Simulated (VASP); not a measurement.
Crystal: Na.

```
Na
1.0
    -2.11937    2.11937    2.11937
     2.11937   -2.11937    2.11937
     2.11937    2.11937   -2.11937
Na
1
Cartesian
  0.0000 0.0000 0.0000
```

```yaml
Program: VASP 6.6.1
Task: relaxation of cell and atoms
Functional: LDA
Potentials_or_basis: VASP PAW LDA potentials, release 64 (Na_pv)
Cutoff: 600 eV
k_mesh: 11 × 11 × 11
Occupations: fermi-dirac, width 0.05 eV
Spin: no spin polarisation
```

At the start: pressure -1.0 GPa; volume 38.08 Å³/atom.

Problem. Where does the relaxation end?

Solution. Over 3 steps the energy falls by 16.8 meV/atom and the volume is 33.17 Å³/atom (-12.9 %); space group Im-3m (No. 229, to 0.1 Å) before and after.

Step by step:
| step | energy change (eV) | largest force (eV/Å) | pressure (GPa) | volume (Å³) |
| --- | --- | --- | --- | --- |
| 1 | 0.0000 | 0.0000 | -0.98 | 38.08 |
| 2 | -0.0070 | 0.0000 | -0.81 | 36.81 |
| 3 | -0.0168 | 0.0000 | 0.00 | 33.17 |

Final structure:
```
Na
1.0
    -2.02400    2.02400    2.02400
     2.02400   -2.02400    2.02400
     2.02400    2.02400   -2.02400
Na
1
Cartesian
  0.0000 0.0000 0.0000
```
